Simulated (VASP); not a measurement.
# SiW6 in VASP: further runs

The runs below take SiW6 through single point, with PBE+D3(BJ).

All numbers are computed with VASP 6.6.1; they aren't measurements. Logs are shortened: lines on timing, memory, paths and dates and some standing lists are left out, and cuts for length are marked.

### Step 1. The cell of the first run

The cell holds a slab with vacuum, 7 atoms: a = 4.468 Å, b = 4.468 Å, c = 21.626 Å, α = 90.00°, β = 90.00°, γ = 120.00°.

### Step 2. Single point, PBE+D3(BJ)

The input, INCAR:

```
SYSTEM = SiW6
ALGO = Normal
DIPOL = 0.5 0.5 0.323
EDIFF = 1E-6
ENCUT = 520
GGA = PE
IDIPOL = 3
ISIF = 2
ISMEAR = 0
IVDW = 12
LASPH = .True.
LCHARG = .False.
LDIPOL = .True.
LREAL = .False.
LWAVE = .False.
NBANDS = 53
NELM = 80
PREC = Accurate
SIGMA = 0.1
```

The input, KPOINTS:

```
k-points
0
Gamma
  6 6 1
  0 0 0
```

The input, POSCAR:

```
SiW6
1.0
    4.4682526257      0.0000000000      0.0000000000
   -2.2341263128      3.8696202844      0.0000000000
    0.0000000000      0.0000000000     21.6259061357
W Si
6 1
Direct
    0.6666666667      0.3333333333      0.1849633479
    0.3333333333      0.6666666667      0.2271386095
    0.0000000000      0.0000000000      0.2693138710
    0.6666666667      0.3333333333      0.3085097946
    0.3333333333      0.6666666667      0.3483008428
    0.0000000000      0.0000000000      0.3849968683
    0.8888888889      0.2222222222      0.5375916303
```

Potentials or basis: VASP PAW PBE potentials, release 64 (W_sv, Si).

On the command line:

```sh
$ cat potpaw_PBE.64/W_sv/POTCAR potpaw_PBE.64/Si/POTCAR > POTCAR
$ mpirun -np 1 vasp_std > vasp.out
```

OUTCAR:

```text
SYSTEM = SiW6
   EDIFF = 1E-6
   ENCUT = 520
   GGA = PE
   ISIF = 2
   ISMEAR = 0
   IVDW = 12
   LASPH = .True.
   LREAL = .False.
   NELM = 80
   PREC = Accurate
 IVDW          = 12

 ion  position               nearest neighbor table
   1  0.667  0.333  0.185-   4 2.67   2 2.74   2 2.74   2 2.74   3 3.16   3 3.16   3 3.16
   2  0.333  0.667  0.227-   5 2.62   3 2.74   3 2.74   3 2.74   1 2.74   1 2.74   1 2.74   4 3.12
                             4 3.12   4 3.12
   3  0.000  0.000  0.269-   6 2.50   4 2.72   4 2.72   4 2.72   2 2.74   2 2.74   2 2.74   5 3.09
                             5 3.09   5 3.09   1 3.16   1 3.16   1 3.16
   4  0.667  0.333  0.309-   1 2.67   3 2.72   3 2.72   3 2.72   5 2.72   5 2.72   5 2.72   6 3.06
                             6 3.06   6 3.06   2 3.12   2 3.12   2 3.12
   5  0.333  0.667  0.348-   2 2.62   6 2.70   6 2.70   6 2.70   4 2.72   4 2.72   4 2.72   3 3.09
                             3 3.09   3 3.09
   6  0.000  0.000  0.385-   3 2.50   5 2.70   5 2.70   5 2.70   4 3.06   4 3.06   4 3.06
   7  0.889  0.222  0.538-

  LATTYP: Found a hexagonal cell.
 ALAT       =     4.4682526257
 C/A-ratio  =     4.8399022945

  Lattice vectors:

 A1 = (   4.4682526257,   0.0000000000,   0.0000000000)
 A2 = (  -2.2341263128,   3.8696202844,   0.0000000000)
 A3 = (   0.0000000000,   0.0000000000,  21.6259061357)

Analysis of symmetry for initial positions (statically):
=====================================================================
 Subroutine PRICEL returns:
 Original cell was already a primitive cell.

 Routine SETGRP: Setting up the symmetry group for a
 hexagonal supercell.

 Subroutine GETGRP returns: Found  1 space group operations
 (whereof  1 operations were pure point group operations)
 out of a pool of 24 trial point group operations.

The static configuration has the point symmetry C_1 .

Analysis of symmetry for dynamics (positions and initial velocities):
=====================================================================
 Subroutine PRICEL returns:
 Original cell was already a primitive cell.

 Routine SETGRP: Setting up the symmetry group for a
 hexagonal supercell.

 Subroutine GETGRP returns: Found  1 space group operations
 (whereof  1 operations were pure point group operations)
 out of a pool of 24 trial point group operations.

The dynamic configuration has the point symmetry C_1 .

 Subroutine INISYM returns: Found  1 space group operations
 (whereof  1 operations are pure point group operations),
 and found     1 'primitive' translations

----------------------------------------------------------------------------------------

                                     Primitive cell

  volume of cell :     373.9215

  direct lattice vectors                    reciprocal lattice vectors
     4.468252626  0.000000000  0.000000000     0.223801133  0.129211644  0.000000000
    -2.234126313  3.869620284  0.000000000     0.000000000  0.258423289  0.000000000
     0.000000000  0.000000000 21.625906136     0.000000000  0.000000000  0.046240837

  length of vectors
     4.468252626  4.468252626 21.625906136     0.258423289  0.258423289  0.046240837

  position of ions in fractional coordinates (direct lattice)
     0.666666667  0.333333333  0.184963348
     0.333333333  0.666666667  0.227138610
     0.000000000  0.000000000  0.269313871
     0.666666667  0.333333333  0.308509795
     0.333333333  0.666666667  0.348300843
     0.000000000  0.000000000  0.384996868
     0.888888889  0.222222222  0.537591630

  ion indices of the primitive-cell ions
   primitive index   ion index
                 1           1
                 2           2
                 3           3
                 4           4
                 5           5
                 6           6
                 7           7

----------------------------------------------------------------------------------------

 KPOINTS: k-points

Automatic generation of k-mesh.
 Grid dimensions read from file:
 generate k-points for:    6    6    1

 Generating k-lattice:

  Cartesian coordinates                     Fractional coordinates (reciprocal lattice)
     0.037300189  0.021535274  0.000000000     0.166666667  0.000000000  0.000000000
     0.000000000  0.043070548  0.000000000     0.000000000  0.166666667  0.000000000
     0.000000000  0.000000000  0.046240837     0.000000000  0.000000000  1.000000000

  Length of vectors
     0.043070548  0.043070548  0.046240837

  Shift w.r.t. Gamma in fractional coordinates (k-lattice)
     0.000000000  0.000000000  0.000000000

 Subroutine IBZKPT returns following result:
 ===========================================

 Found     20 irreducible k-points:

 Following reciprocal coordinates:
            Coordinates               Weight
  0.000000  0.000000  0.000000      1.000000
  0.166667 -0.000000  0.000000      2.000000
  0.000000  0.166667  0.000000      2.000000
 -0.166667  0.166667  0.000000      2.000000
  0.333333 -0.000000  0.000000      2.000000
  0.000000  0.333333  0.000000      2.000000
[... 12 lines left out ...]
  0.500000 -0.166667  0.000000      2.000000
  0.333333  0.333333  0.000000      2.000000
   k-points           NKPTS =     20   k-points in BZ     NKDIM =     20   number of bands    NBANDS=     53
   number of dos      NEDOS =    301   number of ions     NIONS =      7
   total plane-waves  NPLWV = 209952
   dimension x,y,z NGX =    36 NGY =   36 NGZ =  162
   dimension x,y,z NGXF=    72 NGYF=   72 NGZF=  324
   ions per type =               6   1
   NGX,Y,Z   is equivalent  to a cutoff of  13.39, 13.39, 12.45 a.u.
   NGXF,Y,Z  is equivalent  to a cutoff of  26.79, 26.79, 24.91 a.u.
 SYSTEM =  SiW6
   PREC   = accura    normal or accurate (medium, high low for compatibility)
   ISTART =      0    job   : 0-new  1-cont  2-samecut
   ICHARG =      2    charge: 1-file 2-atom 10-const
   ISPIN  =      1    spin polarized calculation?
   LNONCOLLINEAR =      F non collinear calculations
   LSORBIT =      F    spin-orbit coupling
   LASPH  =      T    aspherical Exc in radial PAW
   ENCUT  =  520.0 eV  38.22 Ry    6.18 a.u.   8.31  8.31 40.21*2*pi/ulx,y,z
   NELM   =     80;   NELMIN=  2; NELMDL= -5     # of ELM steps
   EDIFF  = 0.1E-05   stopping-criterion for ELM
   LREAL  =      F    real-space projection
   EDIFFG = 0.1E-04   stopping-criterion for IOM
   NSW    =      0    number of steps for IOM
   IBRION =     -1    ionic relax: 0-MD 1-quasi-New 2-CG
   NFREE  =      0    steps in history (QN), initial steepest desc. (CG)
   ISIF   =      2    stress and relaxation
   ISYM   =      2    0-nonsym 1-usesym 2-fastsym
   POTIM  = 0.5000    time-step for ionic-motion
   TEBEG  =    0.0;   TEEND  =   0.0 temperature during run
   PSTRESS=    0.0 pullay stress
   NELECT =      88.0000    total number of electrons
   NUPDOWN=      -1.0000    fix difference up-down
   EMIN   =  10.00;   EMAX   =-10.00  energy-range for DOS
   EFERMI =   0.00;   METHOD = LEGACY
   ISMEAR =     0;   SIGMA  =   0.10  broadening in eV -4-tet -1-fermi 0-gaus
   EFERMI_NEDOS =   21; number of points for ismear=-14 and -15
   IALGO  =     38    algorithm
   IMIX   =      4    mixing-type and parameters
     AMIX     =   0.40;   BMIX     =  1.00
     AMIX_MAG =   1.60;   BMIX_MAG =  1.00
  volume/ion in A,a.u.               =      53.42       360.48
  Fermi-wavevector in a.u.,A,eV,Ry     =   1.010747  1.910034 13.899828  1.021609
  Thomas-Fermi vector in A             =   2.143754
   LORBIT       =      0    0 simple, 1 ext, 2 COOP (PROOUT), +10 PAW based schemes
   GGA     = PE    functional components
   LHFCALC =     F    Hartree Fock is set to
   AEXX    =    0.0000 exact exchange contribution
   IVDW    =    12    specifies the selected vdW correction
   LEPSILON=     F    determine dielectric tensor
   LRPA    =     F    only Hartree local field effects (RPA)
 non-spin polarized calculation
 Gauss-broadening in eV      SIGMA  =   0.10
  energy-cutoff  :      520.00
  volume of cell :      373.92
 maximum number of plane-waves:     10113
 NGX is ok and might be reduce to    36
   NGX = 17   NGY = 17   NGZ = 81

 dipolmoment           0.000000      0.000000     -0.694813 electrons x Angstroem

 number of electron      88.0000001 magnetization

 dipolmoment           0.000000      0.000000      0.059447 electrons x Angstroem

 Free energy of the ion-electron system (eV)
  ---------------------------------------------------
  ext. energy  EPLUGINS =         0.00000000
  ---------------------------------------------------
  free energy    TOTEN  =       -71.87411091 eV

  energy without entropy =      -71.83009269  energy(sigma->0) =      -71.85210180

 E-fermi :   0.3588     XC(G=0):  -5.4681

 val. band max:        0.3558887180   @ k =   0.5000   0.3333   0.0000
 cond. band min:       0.3632601003   @ k =  -0.3333   0.5000   0.0000
 fundamental gap:      0.0073713823
 Fermi energy:         0.3588252209

 k-point     1 :       0.0000    0.0000    0.0000
  band No.  band energies     occupation
      1     -73.6689      2.00000
      2     -73.5431      2.00000
      3     -73.5225      2.00000
      4     -73.4581      2.00000
      5     -73.3635      2.00000
      6     -73.3049      2.00000
[... 45 lines left out ...]
     52       2.5793      0.00000
     53       2.8067      0.00000

 k-point     2 :       0.1667   -0.0000    0.0000
  band No.  band energies     occupation
      1     -73.6605      2.00000
      2     -73.5476      2.00000
      3     -73.5207      2.00000
      4     -73.4540      2.00000
      5     -73.3693      2.00000
      6     -73.3091      2.00000
[... 45 lines left out ...]
     52       2.5191      0.00000
     53       2.6140      0.00000
[... 950 lines left out ...]
     52       2.2163      0.00000
     53       2.3195      0.00000

 k-point    20 :       0.3333    0.3333    0.0000
  band No.  band energies     occupation
      1     -73.6230      2.00000
      2     -73.5701      2.00000
      3     -73.5134      2.00000
      4     -73.4316      2.00000
      5     -73.3988      2.00000
      6     -73.3254      2.00000
[... 45 lines left out ...]
     52       1.8081      0.00000
     53       1.9350      0.00000

------------------------ aborting loop because EDIFF is reached ----------------------------------------

 vacuum level on the upper side and lower side of the slab       (xc-potential included)         0.071        -0.481

 Edisp (eV)   -2.77234

 E8    (eV) :    -1.4548

  FORCE on cell =-STRESS in cart. coord.  units (eV):
  Direction    XX          YY          ZZ          XY          YZ          ZX
  --------------------------------------------------------------------------------------
  -------------------------------------------------------------------------------------
  Total      -6.58792    -6.73572    -6.08184    -0.02594    -0.15397     0.41164
  in kB     -28.22789   -28.86119   -26.05946    -0.11114    -0.65973     1.76379
  external pressure =      -27.72 kB  Pullay stress =        0.00 kB

 VOLUME and BASIS-vectors are now :
 -----------------------------------------------------------------------------
  energy-cutoff  :      520.00
  volume of cell :      373.92
      direct lattice vectors                 reciprocal lattice vectors
     4.468252626  0.000000000  0.000000000     0.223801133  0.129211644  0.000000000
    -2.234126313  3.869620284  0.000000000     0.000000000  0.258423289  0.000000000
     0.000000000  0.000000000 21.625906136     0.000000000  0.000000000  0.046240837

 POSITION                                       TOTAL-FORCE (eV/Angst)
 -----------------------------------------------------------------------------------
      2.23413      1.28987      4.00000        -0.021140      0.038994      2.112918
     -0.00000      2.57975      4.91208         0.053373     -0.031875     -0.665188
      0.00000      0.00000      5.82416        -0.050606      0.042344     -1.947223
      2.23413      1.28987      6.67180        -0.009896     -0.060301     -0.563912
     -0.00000      2.57975      7.53232         0.085204     -0.121494      0.282491
      0.00000      0.00000      8.32591        -0.186309      0.188229      2.202839
      3.47531      0.85992     11.62591         0.129372     -0.055898     -1.421924
 -----------------------------------------------------------------------------------
    total drift:                               -0.000010     -0.000024     -0.000373

  FREE ENERGIE OF THE ION-ELECTRON SYSTEM (eV)
  ---------------------------------------------------
  free  energy   TOTEN  =       -74.6464509308 eV

  energy  without entropy=      -74.6024327083  energy(sigma->0) =      -74.62444182

 vacuum level on the upper side and lower side of the slab         4.675         4.110
```

Wall time 15 min (1 thread of Intel Xeon Platinum 8488C (Sapphire Rapids), shared host); peak memory 0.65 GiB.

Results:

| Property | Result |
| --- | --- |
| Free energy | -74.6465 eV |
| Largest force | 2.219 eV/Å |
| Band gap on the k mesh | zero (bands 44 and 45 overlap by 0.15 eV) |
| Dispersion energy per atom | -0.396 eV |

Forces on the atoms (eV/Å):
```
W   -0.021  0.039  2.113
W    0.053 -0.032 -0.665
W   -0.051  0.042 -1.947
W   -0.010 -0.060 -0.564
W    0.085 -0.121  0.282
W   -0.186  0.188  2.203
Si   0.129 -0.056 -1.422
```

Caveat: spin-orbit coupling is left out, which moves the levels of the heavy elements.

### Step 3. Single point, PBE+D3(BJ)

The input, INCAR:

```
SYSTEM = SiW6
ALGO     = Normal         ! electronic algorithm
DIPOL    = 0.5 0.5 0.323
EDIFF    = 1E-7           ! SCF threshold, eV
ENCUT    = 520            ! plane-wave cutoff, eV
GGA      = PE             ! functional
IDIPOL   = 3            
ISIF     = 2              ! what is computed and relaxed
ISMEAR   = 0              ! smearing method
IVDW     = 12             ! dispersion correction
LASPH    = .TRUE.         ! aspherical terms in the spheres
LCHARG   = .TRUE.         ! write CHGCAR
LDIPOL   = .TRUE.       
LELF     = .TRUE.         ! ELF
LREAL    = .FALSE.        ! projectors in reciprocal space
LVACPOTAV= .TRUE.       
LVHAR    = .TRUE.       
LWAVE    = .FALSE.        ! write WAVECAR
NBANDS   = 53             ! bands
NELM     = 60             ! most SCF steps
PREC     = Accurate       ! precision mode
SIGMA    = 0.1            ! smearing width, eV
```

The input, KPOINTS:

```
k-points
0
G
  6 6 1
  0 0 0
```

POSCAR, as its differences from that of step 2:

```diff
@@ -14,2 +14,2 @@
     0.0000000000      0.0000000000      0.3849968683
-    0.8888888889      0.2222222222      0.5375916303
+    0.1111111111      0.4444444444      0.5375916303
```

Potentials or basis: VASP PAW PBE potentials, release 64 (W_sv, Si).

On the command line:

```sh
$ cat potpaw_PBE.64/W_sv/POTCAR potpaw_PBE.64/Si/POTCAR > POTCAR
$ mpirun -np 1 vasp_std > vasp.out
```

It took 16 min on 1 thread of Intel Xeon Platinum 8488C (Sapphire Rapids), shared host; peak memory 0.62 GiB.

Results (log left out):

```
Free energy                : -74.7166 eV
Largest force              : 5.951 eV/Å
Band gap on the k mesh     : zero (bands 44 and 45 overlap by 0.35 eV)
Dispersion energy per atom : -0.403 eV
```

Forces in eV/Å, atoms in the order of the input:
```
W    0.022  0.057  2.074
W    0.000 -0.023 -1.085
W   -0.007  0.005 -1.893
W   -0.046 -0.099 -3.954
W   -0.025 -0.172  0.024
W   -0.022  0.128  5.950
Si   0.078  0.103 -1.116
```

Levels at points of the mesh, in eV from the Fermi level:
```
           k point  band 41  band 42  band 43  band 44  band 45  band 46  band 47  band 48
(0.00, 0.00, 0.00)    -1.08    -1.06    -0.98    -0.44     0.70     1.40     1.56     1.65
(0.50, 0.00, 0.00)    -0.86    -0.59    -0.33     0.15     0.18     0.31     0.52     0.95
(0.00, 0.50, 0.00)    -0.97    -0.65    -0.34    -0.04     0.20     0.31     0.90     1.05
(0.50, 0.50, 0.00)    -0.91    -0.62    -0.41     0.06     0.20     0.31     0.74     1.08
```

Caveat: spin-orbit coupling is left out, which moves the levels of the heavy elements.

### Step 4. Single point, PBE+D3(BJ)

The input, INCAR:

```
PREC = Accurate
ENCUT = 520
EDIFF = 1E-7
ISMEAR = 0
SIGMA = 0.1
LREAL = F
LASPH = T
NELM = 60
ALGO = Normal
ISIF = 2
LWAVE = F
LCHARG = T
LDIPOL = T
IDIPOL = 3
DIPOL = 0.5 0.5 0.323
GGA = PE
IVDW = 12
LELF = T
LVHAR = T
LVACPOTAV = T
NBANDS = 53
```

The input, KPOINTS:

```
regular mesh
0
Gamma
  6 6 1
```

POSCAR, as its differences from that of step 3:

```diff
@@ -14,2 +14,2 @@
     0.0000000000      0.0000000000      0.3849968683
-    0.1111111111      0.4444444444      0.5375916303
+    0.4444444444      0.1111111111      0.5375916303
```

On the command line:

```sh
$ cat potpaw_PBE.64/W_sv/POTCAR potpaw_PBE.64/Si/POTCAR > POTCAR
$ mpirun -np 1 vasp_std > vasp.out
```

Wall time 16 min (1 thread of Intel Xeon Platinum 8488C (Sapphire Rapids), shared host); peak memory 0.67 GiB.

Results (log left out):

* Free energy: -74.6205 eV
* Largest force: 5.945 eV/Å
* Band gap on the k mesh: zero (bands 44 and 45 overlap by 0.15 eV)
* Dispersion energy per atom: -0.403 eV

Forces in eV/Å, atoms in the order of the input:
```
W    0.025 -0.018  2.047
W   -0.034 -0.025 -0.975
W    0.038  0.013 -1.987
W   -0.039  0.081 -3.878
W   -0.092  0.024 -0.114
W    0.108  0.009  5.944
Si  -0.006 -0.084 -1.038
```

Levels at points of the mesh, in eV from the Fermi level:
```
           k point  band 40  band 41  band 42  band 43  band 44  band 45  band 46  band 47  band 48  band 49
(0.00, 0.00, 0.00)    -1.22    -1.09    -1.07    -1.00    -0.46     0.62     1.36     1.49     1.63     1.63
(0.50, 0.00, 0.00)    -1.30    -0.99    -0.68    -0.39     0.02     0.19     0.30     0.74     0.91     1.19
(0.00, 0.50, 0.00)    -1.32    -0.93    -0.65    -0.22     0.02     0.18     0.30     0.49     0.90     1.19
(0.50, 0.50, 0.00)    -1.30    -1.01    -0.68    -0.28    -0.08     0.19     0.30     0.77     0.99     1.13
```

Caveat: spin-orbit coupling is left out, which moves the levels of the heavy elements.

### Step 5. Overview

```tsv
cell	gap on the mesh (eV)	largest force (eV/Å)
as given, atomic positions A	none	2.22
as given, atomic positions B	none	5.95
as given, atomic positions C	none	5.95
```

Alike in all rows: task single point; level PBE+D3(BJ); potentials or basis VASP PAW PBE potentials, release 64 (W_sv, Si); no spin polarisation; k mesh 6 × 6 × 1; cutoff (eV) 520; smearing gaussian 0.1 eV.

Caveats: spin-orbit coupling is left out, which moves the levels of the heavy elements.

Absolute energies hang on the potentials; compare differences alone.
